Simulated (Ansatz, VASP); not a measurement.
InP in VASP and in Ansatz

The input POSCAR:

```
InP
1.0
    0.0000000000      2.9145022615      2.9537876370
    2.9145022615      0.0000000000      2.9537876370
    2.9145022615      2.9145022615      0.0000000000
In P
1 1
Direct
    0.0000000000      0.0000000000      0.0000000000
    0.2500000000      0.2500000000      0.2500000000
```

File INCAR.step1:

```
SYSTEM = InP
ALGO     = Normal         ! electronic algorithm
EDIFF    = 1E-4           ! SCF threshold, eV
ENCUT    = 520            ! plane-wave cutoff, eV
GGA      = PE             ! functional
ISMEAR   = 0              ! smearing method
LASPH    = .True.         ! aspherical terms in the spheres
LCHARG   = .False.        ! write CHGCAR
LREAL    = .False.        ! projectors in reciprocal space
LWAVE    = .True.         ! write WAVECAR
NBANDS   = 16             ! bands
NELM     = 60             ! most SCF steps
PREC     = Accurate       ! precision mode
SIGMA    = 0.01           ! smearing width, eV
```

INCAR.step2

```
SYSTEM = InP
ALGO     = Normal         ! electronic algorithm
EDIFF    = 1E-7           ! SCF threshold, eV
ENCUT    = 520            ! plane-wave cutoff, eV
ISIF     = 2              ! what is computed and relaxed
ISMEAR   = 0              ! smearing method
ISTART   = 1            
LASPH    = .True.         ! aspherical terms in the spheres
LCHARG   = .False.        ! write CHGCAR
LMIXTAU  = .True.       
LREAL    = .False.        ! projectors in reciprocal space
LWAVE    = .False.        ! write WAVECAR
METAGGA  = R2SCAN         ! meta-GGA
NBANDS   = 16             ! bands
NELM     = 60             ! most SCF steps
PREC     = Accurate       ! precision mode
SIGMA    = 0.01           ! smearing width, eV
```

KPOINTS

```
k-points
0
Gamma
  8 8 8
  0 0 0
```

Input for Ansatz:

```yaml
crystal:
  lattice:
    - [0.0, 2.9145022615, 2.953787637]
    - [2.9145022615, 0.0, 2.953787637]
    - [2.9145022615, 2.9145022615, 0.0]
  atoms:
    - { symbol: In, position: [0.0, 0.0, 0.0] }
    - { symbol: P, position: [0.25, 0.25, 0.25] }
kpoints:
  mp_grid: { grid: [8, 8, 8] }
  band_path:
    path:
      - [0.0, 0.0, 0.0]
      - [-0.5, -0.5, 0.0]
      - [-0.375, -0.375, 0.25]
      - [-0.375, 0.0, 0.375]
      - [0.0, 0.0, 0.5]
      - [-0.5, -0.25, 0.25]
    npoints: 1
hamiltonian:
  xc: r2scan
scf:
  occupations: { method: fixed }
  n_extra_bands: 4
output:
  forces: true
  stress: true
  eigenvalues: true
```

Change from the starting cell: biaxial_xy strain -1.3%.

Alike in both runs: task single point; functional r2SCAN; k mesh 8 × 8 × 8; no spin polarisation.

```csv
,VASP,Ansatz
version,VASP 6.6.1,Ansatz 0.2.0
potentials or method,"VASP PAW PBE potentials, release 64 (In_d, P)","plane waves, PAW"
plane-wave cutoff (eV),520,500
occupations,"gaussian, width 0.01 eV",fixed
valence electrons in the cell,18,18
```

Ansatz gave:

| Property | Result |
| --- | --- |
| gap on the k mesh at the Fermi level (eV) | 1.16 |
| pressure (GPa) | 1.9 |
| traceless stress, the component that is largest in VASP (GPa) | -0.40 |

Which values does VASP return?

gap on the k mesh at the Fermi level (eV): 1.16; pressure (GPa): 1.8; traceless stress, the component that is largest in VASP (GPa): -0.41.

VASP's potentials were made for PBE, not for r2SCAN.
